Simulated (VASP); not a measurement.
# SiC (P6_3mc) in VASP: a series of runs, part 2 of 2

VASP 6.6.1. The steps go on from the part before.

### 4 Single point, PBEsol (volume scaled by 1.06)

Contents of INCAR:

```
SYSTEM = SiC
PREC = Accurate ; ENCUT = 520
EDIFF = 1E-7 ; ISMEAR = -1
SIGMA = 0.05 ; LREAL = .False.
LASPH = .True. ; NELM = 100
ALGO = Normal ; ISIF = 2
LWAVE = .False. ; LCHARG = .False.
GGA = PS ; NBANDS = 26
```

Contents of KPOINTS:

```
Automatic mesh
0
Gamma
  10 10 3
  0 0 0
```

Contents of POSCAR:

```
SiC
1.0
    3.1360171929      0.0000000000      0.0000000000
   -1.5680085964      2.7158705557      0.0000000000
    0.0000000000      0.0000000000     10.2681602811
Si C
4 4
Direct
    0.0000000000      0.0000000000      0.1878943800
    0.0000000000      0.0000000000      0.6878943800
    0.3333333333      0.6666666667      0.4378419800
    0.6666666667      0.3333333333      0.9378419800
    0.0000000000      0.0000000000      0.0004600500
    0.0000000000      0.0000000000      0.5004600500
    0.3333333333      0.6666666667      0.2498025900
    0.6666666667      0.3333333333      0.7498025900
```

Potentials or basis: VASP PAW PBE potentials, release 64 (Si, C).

Launch:

```sh
> cat potpaw_PBE.64/Si/POTCAR potpaw_PBE.64/C/POTCAR > POTCAR
> mpirun -np 1 vasp_std > vasp.out
```

OUTCAR:

```text
SYSTEM = SiC
   PREC = Accurate
   ENCUT = 520
   EDIFF = 1E-7
   ISMEAR = -1
   LREAL = .False.
   LASPH = .True.
   NELM = 100
   ISIF = 2
   GGA = PS

 ion  position               nearest neighbor table
   1  0.000  0.000  0.188-   7 1.92   7 1.92   7 1.92   5 1.92   3 3.14   3 3.14   3 3.14   4 3.14
                             4 3.14   4 3.14
   2  0.000  0.000  0.688-   8 1.92   8 1.92   8 1.92   6 1.92   4 3.14   4 3.14   4 3.14   3 3.14
                             3 3.14   3 3.14
   3  0.333  0.667  0.438-   6 1.92   6 1.92   6 1.92   7 1.93   1 3.14   1 3.14   1 3.14   2 3.14
                             2 3.14   2 3.14
   4  0.667  0.333  0.938-   5 1.92   5 1.92   5 1.92   8 1.93   2 3.14   2 3.14   2 3.14   1 3.14
                             1 3.14   1 3.14
   5  0.000  0.000  0.000-   4 1.92   4 1.92   4 1.92   1 1.92
   6  0.000  0.000  0.500-   3 1.92   3 1.92   3 1.92   2 1.92
   7  0.333  0.667  0.250-   1 1.92   1 1.92   1 1.92   3 1.93
   8  0.667  0.333  0.750-   2 1.92   2 1.92   2 1.92   4 1.93

  LATTYP: Found a hexagonal cell.
 ALAT       =     3.1360171929
 C/A-ratio  =     3.2742678530

  Lattice vectors:

 A1 = (   3.1360171929,   0.0000000000,   0.0000000000)
 A2 = (  -1.5680085964,   2.7158705557,   0.0000000000)
 A3 = (   0.0000000000,   0.0000000000,  10.2681602811)

Analysis of symmetry for initial positions (statically):
=====================================================================
 Subroutine PRICEL returns:
 Original cell was already a primitive cell.

 Routine SETGRP: Setting up the symmetry group for a
 hexagonal supercell.

 Subroutine GETGRP returns: Found 12 space group operations
 (whereof  6 operations were pure point group operations)
 out of a pool of 24 trial point group operations.

The static configuration has the point symmetry C_3v.
 The point group associated with its full space group is C_6v.

Analysis of symmetry for dynamics (positions and initial velocities):
=====================================================================
 Subroutine PRICEL returns:
 Original cell was already a primitive cell.

 Routine SETGRP: Setting up the symmetry group for a
 hexagonal supercell.

 Subroutine GETGRP returns: Found 12 space group operations
 (whereof  6 operations were pure point group operations)
 out of a pool of 24 trial point group operations.

The dynamic configuration has the point symmetry C_3v.
 The point group associated with its full space group is C_6v.

 Subroutine INISYM returns: Found 12 space group operations
 (whereof  6 operations are pure point group operations),
 and found     1 'primitive' translations

----------------------------------------------------------------------------------------

                                     Primitive cell

  volume of cell :      87.4541

  direct lattice vectors                    reciprocal lattice vectors
[... 41 lines left out ...]
     0.000000000  0.000000000  0.032462810     0.000000000  0.000000000  0.333333333

  Length of vectors
     0.036820606  0.036820606  0.032462810

  Shift w.r.t. Gamma in fractional coordinates (k-lattice)
     0.000000000  0.000000000  0.000000000

 Subroutine IBZKPT returns following result:
 ===========================================

 Found     28 irreducible k-points:

 Following reciprocal coordinates:
            Coordinates               Weight
  0.000000  0.000000  0.000000      1.000000
  0.100000 -0.000000  0.000000      6.000000
  0.200000 -0.000000  0.000000      6.000000
  0.300000 -0.000000  0.000000      6.000000
  0.400000  0.000000  0.000000      6.000000
  0.500000 -0.000000  0.000000      3.000000
[... 16 lines left out ...]
  0.300000  0.100000  0.333333     24.000000
  0.400000  0.100000  0.333333     24.000000
 [... further k-points ...]
   k-points           NKPTS =     28   k-points in BZ     NKDIM =     28   number of bands    NBANDS=     26
   number of dos      NEDOS =    301   number of ions     NIONS =      8
   total plane-waves  NPLWV =  46080
   dimension x,y,z NGX =    24 NGY =   24 NGZ =   80
   dimension x,y,z NGXF=    48 NGYF=   48 NGZF=  160
   ions per type =               4   4
   NGX,Y,Z   is equivalent  to a cutoff of  12.72, 12.72, 12.95 a.u.
   NGXF,Y,Z  is equivalent  to a cutoff of  25.45, 25.45, 25.90 a.u.
 SYSTEM =  SiC
   PREC   = accura    normal or accurate (medium, high low for compatibility)
   ISTART =      0    job   : 0-new  1-cont  2-samecut
   ICHARG =      2    charge: 1-file 2-atom 10-const
   ISPIN  =      1    spin polarized calculation?
   LNONCOLLINEAR =      F non collinear calculations
   LSORBIT =      F    spin-orbit coupling
   LASPH  =      T    aspherical Exc in radial PAW
   ENCUT  =  520.0 eV  38.22 Ry    6.18 a.u.   5.83  5.83 19.09*2*pi/ulx,y,z
   NELM   =    100;   NELMIN=  2; NELMDL= -5     # of ELM steps
   EDIFF  = 0.1E-06   stopping-criterion for ELM
   LREAL  =      F    real-space projection
   EDIFFG = 0.1E-05   stopping-criterion for IOM
   NSW    =      0    number of steps for IOM
   IBRION =     -1    ionic relax: 0-MD 1-quasi-New 2-CG
   NFREE  =      0    steps in history (QN), initial steepest desc. (CG)
   ISIF   =      2    stress and relaxation
   ISYM   =      2    0-nonsym 1-usesym 2-fastsym
   POTIM  = 0.5000    time-step for ionic-motion
   TEBEG  =    0.0;   TEEND  =   0.0 temperature during run
   PSTRESS=    0.0 pullay stress
   NELECT =      32.0000    total number of electrons
   NUPDOWN=      -1.0000    fix difference up-down
   EMIN   =  10.00;   EMAX   =-10.00  energy-range for DOS
   EFERMI =   0.00;   METHOD = LEGACY
   ISMEAR =    -1;   SIGMA  =   0.05  broadening in eV -4-tet -1-fermi 0-gaus
   EFERMI_NEDOS =   21; number of points for ismear=-14 and -15
   IALGO  =     38    algorithm
   IMIX   =      4    mixing-type and parameters
     AMIX     =   0.40;   BMIX     =  1.00
     AMIX_MAG =   1.60;   BMIX_MAG =  1.00
  volume/ion in A,a.u.               =      10.93        73.77
  Fermi-wavevector in a.u.,A,eV,Ry     =   1.170931  2.212739 18.654680  1.371080
  Thomas-Fermi vector in A             =   2.307383
   LORBIT       =      0    0 simple, 1 ext, 2 COOP (PROOUT), +10 PAW based schemes
   GGA     = PS    functional components
   LHFCALC =     F    Hartree Fock is set to
   AEXX    =    0.0000 exact exchange contribution
   IVDW    =     0    specifies the selected vdW correction
   LEPSILON=     F    determine dielectric tensor
   LRPA    =     F    only Hartree local field effects (RPA)
 non-spin polarized calculation
  energy-cutoff  :      520.00
  volume of cell :       87.45
 maximum number of plane-waves:      2380
 NGX is ok and might be reduce to    24
   NGX = 11   NGY = 11   NGZ = 39

 number of electron      32.0000000 magnetization

 Free energy of the ion-electron system (eV)
  ---------------------------------------------------
  ext. energy  EPLUGINS =         0.00000000
  ---------------------------------------------------
  free energy    TOTEN  =       -63.50759905 eV

  energy without entropy =      -63.50759905  energy(sigma->0) =      -63.50759905

 E-fermi :   8.4911     XC(G=0): -11.2665

 val. band max:        7.5137081797   @ k =   0.0000   0.0000   0.0000
 cond. band min:       9.6074008706   @ k =   0.5000  -0.0000   0.0000
 fundamental gap:      2.0936926909
 Fermi energy:         8.4911407911

 k-point     1 :       0.0000    0.0000    0.0000
  band No.  band energies     occupation
      1      -7.5569      2.00000
      2      -6.4256      2.00000
      3      -6.3934      2.00000
      4      -4.1561      2.00000
      5      -0.8558      2.00000
      6       3.2088      2.00000
[... 685 lines left out ...]
     25      15.0480      0.00000
     26      15.9597      0.00000

 [... further k-points ...]
[... 5 lines left out ...]
  --------------------------------------------------------------------------------------
  -------------------------------------------------------------------------------------
  Total       -5.9455543     -5.9455543     -5.9238600     -0.0000000      0.0000000      0.0000000
  in kB     -108.9238016   -108.9238016   -108.5263578     -0.0000000      0.0000000      0.0000000
  external PRESSURE =    -108.7913203 kB  Pullay stress =       0.0000000 kB

 VOLUME and BASIS-vectors are now :
 -----------------------------------------------------------------------------
  energy-cutoff  :      520.00
  volume of cell :       87.45
      direct lattice vectors                 reciprocal lattice vectors
     3.136017193  0.000000000  0.000000000     0.318875803  0.184103031  0.000000000
    -1.568008596  2.715870556  0.000000000     0.000000000  0.368206061  0.000000000
     0.000000000  0.000000000 10.268160281     0.000000000  0.000000000  0.097388429

 POSITION                                       TOTAL-FORCE (eV/Angst)
 -----------------------------------------------------------------------------------
      0.00000      0.00000      1.92933        -0.000000      0.000000     -0.004828
      0.00000      0.00000      7.06341         0.000000     -0.000000     -0.004828
     -0.00000      1.81058      4.49583        -0.000000     -0.000000      0.013421
      1.56801      0.90529      9.62991         0.000000     -0.000000      0.013421
      0.00000      0.00000      0.00472         0.000000      0.000000     -0.002641
      0.00000      0.00000      5.13880         0.000000     -0.000000     -0.002641
     -0.00000      1.81058      2.56501        -0.000000      0.000000     -0.005952
      1.56801      0.90529      7.69909         0.000000     -0.000000     -0.005952
 -----------------------------------------------------------------------------------
    total drift:                               -0.000000     -0.000000      0.000509

  FREE ENERGIE OF THE ION-ELECTRON SYSTEM (eV)
  ---------------------------------------------------
  free  energy   TOTEN  =       -63.5075990458 eV

  energy  without entropy=      -63.5075990456  energy(sigma->0) =      -63.50759905
```

Run time: 23 s. Hardware: 1 thread of Intel Xeon 6975P-C (Granite Rapids), shared host; peak memory 0.21 GiB.

What came out:

```
Free energy            : -63.5076 eV
Pressure               : -10.9 GPa
Largest force          : 0.013 eV/Å
Band gap on the k mesh : 2.09 eV, indirect (least direct gap 3.20 eV)
```

Forces on the atoms (eV/Å):
```
Si   0.000  0.000 -0.005
Si   0.000  0.000 -0.005
Si   0.000  0.000  0.013
Si   0.000  0.000  0.013
C    0.000  0.000 -0.003
C    0.000  0.000 -0.003
C    0.000  0.000 -0.006
C    0.000  0.000 -0.006
```

Levels at points of the mesh, in eV from the valence-band top:
```
           k point  band 13  band 14  band 15  band 16  band 17  band 18  band 19  band 20
(0.00, 0.00, 0.00)    -0.58    -0.05     0.00     0.00     4.56     5.14     5.61     5.75
(0.50, 0.00, 0.00)    -2.30    -2.17    -1.55    -1.11     2.09     2.19     3.94     4.33
```

Caveat: the PAW data sets were made with another functional, which shifts forces and pressure a little. A k mesh can miss the band edges.

### 5 Summary

| cell | gap on the mesh (eV) | pressure (GPa) | largest force (eV/Å) |
| --- | --- | --- | --- |
| a = 3.096, b = 3.096, c = 10.137 Å, angles 90.0, 90.0, 120.0°, 8 atoms | 2.10 | -3.5 | - |
| a = 3.116, b = 3.116, c = 10.203 Å, angles 90.0, 90.0, 120.0°, 8 atoms | 2.10 | -7.4 | 0.01 |
| a = 3.136, b = 3.136, c = 10.268 Å, angles 90.0, 90.0, 120.0°, 8 atoms | 2.09 | -10.9 | 0.01 |

Alike in all rows: task single point; level PBEsol; potentials or basis VASP PAW PBE potentials, release 64 (Si, C); no spin polarisation; k mesh 10 × 10 × 3; cutoff (eV) 520; smearing fermi-dirac 0.05 eV.

Caveats: the PAW data sets were made with another functional, which shifts forces and pressure a little.

Absolute energies hang on the potentials; compare differences alone.
